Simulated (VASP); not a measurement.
A run of VASP 6.6.1 is set up as follows.

INCAR

```
SYSTEM = Ti
ALGO     = Normal         ! electronic algorithm
EDIFF    = 1E-7           ! SCF threshold, eV
EDIFFG   = -0.02          ! ionic threshold
ENCUT    = 500            ! plane-wave cutoff, eV
GGA      = PS             ! functional
GGA_COMPAT= .FALSE.      
IBRION   = 2              ! ionic algorithm
ISIF     = 8              ! what is computed and relaxed
ISMEAR   = 1              ! smearing method
LASPH    = .TRUE.         ! aspherical terms in the spheres
LCHARG   = .FALSE.        ! write CHGCAR
LREAL    = .FALSE.        ! projectors in reciprocal space
LWAVE    = .FALSE.        ! write WAVECAR
NELM     = 120            ! most SCF steps
NELMIN   = 4            
NSW      = 80             ! ionic steps
PREC     = Accurate       ! precision mode
SIGMA    = 0.05           ! smearing width, eV
```

File KPOINTS:

```
k-points
0
G
  11 11 11
  0 0 0
```

The input POSCAR:

```
Ti
1.0
   -1.6410000000      1.6410000000      1.6410000000
    1.6410000000     -1.6410000000      1.6410000000
    1.6410000000      1.6410000000     -1.6410000000
Ti
1
Direct
    0.0000000000      0.0000000000      0.0000000000
```

Potentials or basis: VASP PAW PBE potentials, release 64 (Ti_sv).

Launch:

```bash
$ cat potpaw_PBE.64/Ti_sv/POTCAR > POTCAR
$ mpirun -np 1 vasp_std > vasp.out
```

Q: Predict the band gap on the k mesh.

A: Zero (bands 6 and 7 overlap by 1.70 eV).

Q: Predict the space group after relaxing (to 0.1 Å).

A: Im-3m (No. 229).

Q: Estimate the relaxed cell.

A: a = 2.774 Å, b = 2.774 Å, c = 2.774 Å, α = 109.47°, β = 109.47°, γ = 109.47°.

Q: Predict the relaxed volume.

A: 16.43 Å³/atom.

The path:
```csv
step,energy change (eV),largest force (eV/Å),pressure (GPa),volume (Å³)
1,0.0000,0.0000,-7.37,17.68
2,-0.0171,0.0000,5.84,15.68
3,-0.0304,0.0000,0.00,16.43
```

Caveat: the PAW data sets were made with another functional, which shifts forces and pressure a little.
